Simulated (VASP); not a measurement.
# Zr (P6_3/mmc) in VASP: further runs

Zr is run at these levels: PBEsol; tasks: single point.

All numbers are computed with VASP 6.6.1; they aren't measurements. Logs are shortened: lines on timing, memory, paths and dates and some standing lists are left out, and cuts for length are marked.

### Step 1. The cell of the first run

The structure is hexagonal, space group P6_3/mmc (No. 194). Conventional cell: a = 3.119 Å, b = 3.119 Å, c = 5.041 Å, α = 90.00°, β = 90.00°, γ = 120.00°. Within 4.1 Å of Zr (site symmetry -6m2) lie 12 Zr at 3.10 to 3.12 Å.

### Step 2. Single point, PBEsol

The input, INCAR:

```
SYSTEM = Zr
ALGO = Fast
EDIFF = 1E-6
ENCUT = 520
GGA = PS
ISIF = 2
ISMEAR = 0
LASPH = .True.
LCHARG = .False.
LREAL = .False.
LWAVE = .False.
NBANDS = 19
NELM = 80
PREC = Accurate
SIGMA = 0.05
```

The input, KPOINTS:

```
k-points
0
Gamma
  16 16 10
  0 0 0
```

The input, POSCAR:

```
Zr
1.0
    3.1192236085      0.0000000000      0.0000000000
   -1.5596118042      2.7013268851      0.0000000000
    0.0000000000      0.0000000000      5.0414368349
Zr
2
Direct
    0.3333333333      0.6666666667      0.2500000000
    0.6666666667      0.3333333333      0.7500000000
```

Potentials or basis: VASP PAW PBE potentials, release 64 (Zr_sv).

The run is started by

```
$ cat potpaw_PBE.64/Zr_sv/POTCAR > POTCAR
$ mpirun -np 1 vasp_std > vasp.out
```

OUTCAR:

```text
SYSTEM = Zr
   EDIFF = 1E-6
   ENCUT = 520
   GGA = PS
   ISIF = 2
   ISMEAR = 0
   LASPH = .True.
   LREAL = .False.
   NELM = 80
   PREC = Accurate

 ion  position               nearest neighbor table
   1  0.333  0.667  0.250-   2 3.10   2 3.10   2 3.10   2 3.10   2 3.10   2 3.10
   2  0.667  0.333  0.750-   1 3.10   1 3.10   1 3.10   1 3.10   1 3.10   1 3.10

  LATTYP: Found a hexagonal cell.
 ALAT       =     3.1192236085
 C/A-ratio  =     1.6162473319

  Lattice vectors:

 A1 = (   3.1192236085,   0.0000000000,   0.0000000000)
 A2 = (  -1.5596118042,   2.7013268851,   0.0000000000)
 A3 = (   0.0000000000,   0.0000000000,   5.0414368349)

Analysis of symmetry for initial positions (statically):
=====================================================================
 Subroutine PRICEL returns:
 Original cell was already a primitive cell.

 Routine SETGRP: Setting up the symmetry group for a
 hexagonal supercell.

 Subroutine GETGRP returns: Found 24 space group operations
 (whereof 12 operations were pure point group operations)
 out of a pool of 24 trial point group operations.

The static configuration has the point symmetry D_3d.
 The point group associated with its full space group is D_6h.

Analysis of symmetry for dynamics (positions and initial velocities):
=====================================================================
 Subroutine PRICEL returns:
 Original cell was already a primitive cell.

 Routine SETGRP: Setting up the symmetry group for a
 hexagonal supercell.

 Subroutine GETGRP returns: Found 24 space group operations
 (whereof 12 operations were pure point group operations)
 out of a pool of 24 trial point group operations.

The dynamic configuration has the point symmetry D_3d.
 The point group associated with its full space group is D_6h.

 Subroutine INISYM returns: Found 24 space group operations
 (whereof 12 operations are pure point group operations),
 and found     1 'primitive' translations

----------------------------------------------------------------------------------------

                                     Primitive cell

  volume of cell :      42.4794

  direct lattice vectors                    reciprocal lattice vectors
     3.119223609  0.000000000  0.000000000     0.320592598  0.185094223  0.000000000
    -1.559611804  2.701326885  0.000000000     0.000000000  0.370188445  0.000000000
     0.000000000  0.000000000  5.041436835     0.000000000  0.000000000  0.198356150

  length of vectors
     3.119223609  3.119223609  5.041436835     0.370188445  0.370188445  0.198356150

  position of ions in fractional coordinates (direct lattice)
     0.333333333  0.666666667  0.250000000
     0.666666667  0.333333333  0.750000000

  ion indices of the primitive-cell ions
   primitive index   ion index
                 1           1
                 2           2

----------------------------------------------------------------------------------------

 KPOINTS: k-points

Automatic generation of k-mesh.
 Grid dimensions read from file:
 generate k-points for:   16   16   10

 Generating k-lattice:

  Cartesian coordinates                     Fractional coordinates (reciprocal lattice)
     0.020037037  0.011568389  0.000000000     0.062500000 -0.000000000  0.000000000
     0.000000000  0.023136778  0.000000000     0.000000000  0.062500000  0.000000000
     0.000000000  0.000000000  0.019835615     0.000000000  0.000000000  0.100000000

  Length of vectors
     0.023136778  0.023136778  0.019835615

  Shift w.r.t. Gamma in fractional coordinates (k-lattice)
     0.000000000  0.000000000  0.000000000

 Subroutine IBZKPT returns following result:
 ===========================================

 Found    180 irreducible k-points:

 Following reciprocal coordinates:
            Coordinates               Weight
  0.000000  0.000000  0.000000      1.000000
  0.062500  0.000000  0.000000      6.000000
  0.125000  0.000000  0.000000      6.000000
  0.187500  0.000000  0.000000      6.000000
  0.250000  0.000000  0.000000      6.000000
  0.312500  0.000000  0.000000      6.000000
[... 16 lines left out ...]
  0.187500  0.187500  0.000000      6.000000
  0.250000  0.187500  0.000000     12.000000
 [... further k-points ...]
   k-points           NKPTS =    180   k-points in BZ     NKDIM =    180   number of bands    NBANDS=     19
   number of dos      NEDOS =    301   number of ions     NIONS =      2
   total plane-waves  NPLWV =  23040
   dimension x,y,z NGX =    24 NGY =   24 NGZ =   40
   dimension x,y,z NGXF=    48 NGYF=   48 NGZF=   80
   ions per type =               2
   NGX,Y,Z   is equivalent  to a cutoff of  12.79, 12.79, 13.19 a.u.
   NGXF,Y,Z  is equivalent  to a cutoff of  25.58, 25.58, 26.38 a.u.
 SYSTEM =  Zr
   PREC   = accura    normal or accurate (medium, high low for compatibility)
   ISTART =      0    job   : 0-new  1-cont  2-samecut
   ICHARG =      2    charge: 1-file 2-atom 10-const
   ISPIN  =      1    spin polarized calculation?
   LNONCOLLINEAR =      F non collinear calculations
   LSORBIT =      F    spin-orbit coupling
   LASPH  =      T    aspherical Exc in radial PAW
   ENCUT  =  520.0 eV  38.22 Ry    6.18 a.u.   5.80  5.80  9.37*2*pi/ulx,y,z
   NELM   =     80;   NELMIN=  2; NELMDL= -5     # of ELM steps
   EDIFF  = 0.1E-05   stopping-criterion for ELM
   LREAL  =      F    real-space projection
   EDIFFG = 0.1E-04   stopping-criterion for IOM
   NSW    =      0    number of steps for IOM
   IBRION =     -1    ionic relax: 0-MD 1-quasi-New 2-CG
   NFREE  =      0    steps in history (QN), initial steepest desc. (CG)
   ISIF   =      2    stress and relaxation
   ISYM   =      2    0-nonsym 1-usesym 2-fastsym
   POTIM  = 0.5000    time-step for ionic-motion
   TEBEG  =    0.0;   TEEND  =   0.0 temperature during run
   PSTRESS=    0.0 pullay stress
   NELECT =      24.0000    total number of electrons
   NUPDOWN=      -1.0000    fix difference up-down
   EMIN   =  10.00;   EMAX   =-10.00  energy-range for DOS
   EFERMI =   0.00;   METHOD = LEGACY
   ISMEAR =     0;   SIGMA  =   0.05  broadening in eV -4-tet -1-fermi 0-gaus
   EFERMI_NEDOS =   21; number of points for ismear=-14 and -15
   IALGO  =     68    algorithm
   IMIX   =      4    mixing-type and parameters
     AMIX     =   0.40;   BMIX     =  1.00
     AMIX_MAG =   1.60;   BMIX_MAG =  1.00
  volume/ion in A,a.u.               =      21.24       143.33
  Fermi-wavevector in a.u.,A,eV,Ry     =   1.353378  2.557514 24.920882  1.831633
  Thomas-Fermi vector in A             =   2.480639
   LORBIT       =      0    0 simple, 1 ext, 2 COOP (PROOUT), +10 PAW based schemes
   GGA     = PS    functional components
   LHFCALC =     F    Hartree Fock is set to
   AEXX    =    0.0000 exact exchange contribution
   IVDW    =     0    specifies the selected vdW correction
   LEPSILON=     F    determine dielectric tensor
   LRPA    =     F    only Hartree local field effects (RPA)
 non-spin polarized calculation
 RMM-DIIS sequential band-by-band and
 Gauss-broadening in eV      SIGMA  =   0.05
  energy-cutoff  :      520.00
  volume of cell :       42.48
 maximum number of plane-waves:      1182
 NGX is ok and might be reduce to    24
   NGX = 11   NGY = 11   NGZ = 19

 number of electron      24.0000000 magnetization

 Free energy of the ion-electron system (eV)
  ---------------------------------------------------
  ext. energy  EPLUGINS =         0.00000000
  ---------------------------------------------------
  free energy    TOTEN  =       -18.11798128 eV

  energy without entropy =      -18.11558891  energy(sigma->0) =      -18.11678509

 E-fermi :   9.9345     XC(G=0): -11.6292

 val. band max:        9.9230461461   @ k =   0.2500   0.1875   0.4000
 cond. band min:       9.9460510111   @ k =   0.3125   0.3125   0.4000
 fundamental gap:      0.0230048650
 Fermi energy:         9.9344911254

 k-point     1 :       0.0000    0.0000    0.0000
  band No.  band energies     occupation
      1     -38.6500      2.00000
      2     -38.4345      2.00000
      3     -17.3660      2.00000
      4     -16.2011      2.00000
      5     -16.2011      2.00000
      6     -16.0461      2.00000
[... 11 lines left out ...]
     18      12.3359      0.00000
     19      14.8332      0.00000

 k-point     2 :       0.0625    0.0000    0.0000
  band No.  band energies     occupation
      1     -38.6433      2.00000
      2     -38.4314      2.00000
      3     -17.3500      2.00000
      4     -16.2395      2.00000
      5     -16.2133      2.00000
      6     -16.0670      2.00000
[... 11 lines left out ...]
     18      12.2217      0.00000
     19      14.9297      0.00000

 k-point     3 :       0.1250    0.0000    0.0000
  band No.  band energies     occupation
      1     -38.6239      2.00000
      2     -38.4227      2.00000
      3     -17.3031      2.00000
      4     -16.3485      2.00000
      5     -16.2472      2.00000
      6     -16.1778      2.00000
[... 11 lines left out ...]
     18      11.9955      0.00000
     19      15.1194      0.00000

 k-point     4 :       0.1875    0.0000    0.0000
  band No.  band energies     occupation
      1     -38.5942      2.00000
      2     -38.4101      2.00000
      3     -17.2288      2.00000
      4     -16.5108      2.00000
      5     -16.3379      2.00000
      6     -16.2960      2.00000
[... 11 lines left out ...]
     18      12.5165      0.00000
     19      15.3403      0.00000

 k-point     5 :       0.2500    0.0000    0.0000
  band No.  band energies     occupation
      1     -38.5576      2.00000
      2     -38.3964      2.00000
      3     -17.1332      2.00000
      4     -16.7007      2.00000
      5     -16.5191      2.00000
      6     -16.3513      2.00000
[... 11 lines left out ...]
     18      13.2033      0.00000
     19      15.5248      0.00000

 k-point     6 :       0.3125    0.0000    0.0000
  band No.  band energies     occupation
      1     -38.5189      2.00000
      2     -38.3847      2.00000
      3     -17.0246      2.00000
      4     -16.8884      2.00000
      5     -16.6932      2.00000
      6     -16.4048      2.00000
[... 11 lines left out ...]
     18      14.0024      0.00000
     19      15.6549      0.00000

 k-point     7 :       0.3750    0.0000    0.0000
  band No.  band energies     occupation
      1     -38.4831      2.00000
      2     -38.3774      2.00000
      3     -17.0455      2.00000
      4     -16.9152      2.00000
      5     -16.8361      2.00000
      6     -16.4489      2.00000
[... 11 lines left out ...]
     18      14.8292      0.00000
     19      15.7348      0.00000

 k-point     8 :       0.4375    0.0000    0.0000
  band No.  band energies     occupation
      1     -38.4563      2.00000
      2     -38.3754      2.00000
      3     -17.1493      2.00000
      4     -16.9296      2.00000
      5     -16.8245      2.00000
      6     -16.4779      2.00000
[... 256 lines left out ...]
 k-point    20 :       0.3125    0.1250    0.0000
  band No.  band energies     occupation
      1     -38.4724      2.00000
      2     -38.3759      2.00000
      3     -17.0156      2.00000
      4     -16.8809      2.00000
      5     -16.8402      2.00000
      6     -16.5047      2.00000
[... 11 lines left out ...]
     18      15.4564      0.00000
     19      15.7256      0.00000

 k-point    21 :       0.3750    0.1250    0.0000
  band No.  band energies     occupation
      1     -38.4464      2.00000
      2     -38.3752      2.00000
      3     -17.1098      2.00000
      4     -16.9011      2.00000
      5     -16.7897      2.00000
      6     -16.5537      2.00000
[... 11 lines left out ...]
     18      15.4742      0.00000
     19      16.5972      0.00000

 k-point    22 :       0.4375    0.1250    0.0000
  band No.  band energies     occupation
      1     -38.4359      2.00000
      2     -38.3762      2.00000
      3     -17.1426      2.00000
      4     -16.9224      2.00000
      5     -16.7497      2.00000
      6     -16.5709      2.00000
[... 11 lines left out ...]
     18      15.4791      0.00000
     19      17.0418      0.00000

 k-point    23 :       0.1875    0.1875    0.0000
  band No.  band energies     occupation
      1     -38.5097      2.00000
      2     -38.3823      2.00000
      3     -16.9981      2.00000
      4     -16.7943      2.00000
      5     -16.7811      2.00000
      6     -16.4157      2.00000
[... 11 lines left out ...]
     18      14.7579      0.00000
     19      15.3219      0.00000

 k-point    24 :       0.2500    0.1875    0.0000
  band No.  band energies     occupation
      1     -38.4760      2.00000
      2     -38.3762      2.00000
      3     -16.9303      2.00000
      4     -16.8936      2.00000
      5     -16.8411      2.00000
      6     -16.5037      2.00000
[... 11 lines left out ...]
     18      15.2917      0.00000
     19      15.7311      0.00000

 [... further k-points ...]
[... 5 lines left out ...]
  --------------------------------------------------------------------------------------
  -------------------------------------------------------------------------------------
  Total        1.6116772      1.6116772      1.6121244      0.0000000      0.0000000      0.0000000
  in kB       60.7869928     60.7869928     60.8038587      0.0000000      0.0000000      0.0000000
  external PRESSURE =      60.7926148 kB  Pullay stress =       0.0000000 kB

 VOLUME and BASIS-vectors are now :
 -----------------------------------------------------------------------------
  energy-cutoff  :      520.00
  volume of cell :       42.48
      direct lattice vectors                 reciprocal lattice vectors
     3.119223609  0.000000000  0.000000000     0.320592598  0.185094223  0.000000000
    -1.559611804  2.701326885  0.000000000     0.000000000  0.370188445  0.000000000
     0.000000000  0.000000000  5.041436835     0.000000000  0.000000000  0.198356150

 POSITION                                       TOTAL-FORCE (eV/Angst)
 -----------------------------------------------------------------------------------
     -0.00000      1.80088      1.26036         0.000000     -0.000000      0.000000
      1.55961      0.90044      3.78108        -0.000000      0.000000      0.000000
 -----------------------------------------------------------------------------------
    total drift:                               -0.000000      0.000000     -0.000000

  FREE ENERGIE OF THE ION-ELECTRON SYSTEM (eV)
  ---------------------------------------------------
  free  energy   TOTEN  =       -18.1179812777 eV

  energy  without entropy=      -18.1155889052  energy(sigma->0) =      -18.11678509
```

Run time: 2.2 min. Hardware: 1 thread of Intel Xeon Platinum 8488C (Sapphire Rapids), shared host; peak memory 0.24 GiB.

What came out:

| Quantity | Value |
| --- | --- |
| Free energy | -18.1180 eV |
| Pressure | 6.1 GPa |
| Band gap on the k mesh | zero (band 12 reaches 10.93 eV, above the bottom of band 13 at 9.61 eV) |

Caveat: the PAW data sets were made with another functional, which shifts forces and pressure a little.

### Step 3. Single point, PBEsol

This run uses another cell than the first one, of 21.62 Å³/atom, 1.018 times its volume.

The input, INCAR:

```
SYSTEM = Zr
  ALGO = Fast
  EDIFF = 1E-6
  ENCUT = 520
  GGA = PS
  ISIF = 2
  ISMEAR = 0
  LASPH = .TRUE.
  LCHARG = .TRUE.
  LELF = .TRUE.
  LREAL = .FALSE.
  LVHAR = .TRUE.
  LWAVE = .FALSE.
  NBANDS = 19
  NELM = 80
  PREC = Accurate
  SIGMA = 0.05
```

The input, KPOINTS:

```
k-points
0
G
  16 16 10
  0 0 0
```

The input, POSCAR:

```
Zr
1.0
    3.1403886709      0.0000000000      0.0000000000
   -1.5701943354      2.7196563667      0.0000000000
    0.0000000000      0.0000000000      5.0623094142
Zr
2
Direct
    0.3333333333      0.6666666667      0.2500000000
    0.6666666667      0.3333333333      0.7500000000
```

Potentials or basis: VASP PAW PBE potentials, release 64 (Zr_sv).

The run is started by

```
$ cat potpaw_PBE.64/Zr_sv/POTCAR > POTCAR
$ mpirun -np 1 vasp_std > vasp.out
```

It took 2.3 min on 1 thread of Intel Xeon Platinum 8488C (Sapphire Rapids), shared host; peak memory 0.24 GiB.

Results (log left out):

- Free energy: -18.1423 eV
- Pressure: 4.1 GPa
- Band gap on the k mesh: zero (band 12 reaches 10.71 eV, above the bottom of band 13 at 9.41 eV)

Levels at points of the mesh, in eV from the Fermi level:
```tsv
k point	band 9	band 10	band 11	band 12	band 13	band 14	band 15	band 16
(0.00, 0.00, 0.00)	-5.80	-3.26	0.87	0.87	0.92	1.38	1.61	1.61
(0.50, 0.00, 0.00)	-2.86	-2.63	-2.40	0.00	0.57	0.79	1.52	5.42
(0.00, 0.00, 0.50)	-4.03	-4.03	-0.03	-0.03	0.79	0.79	0.79	0.79
(0.50, 0.00, 0.50)	-3.12	-3.12	-1.25	-1.25	1.93	1.93	2.39	2.39
```

Caveat: the PAW data sets were made with another functional, which shifts forces and pressure a little.

[end of part 1 of 2]
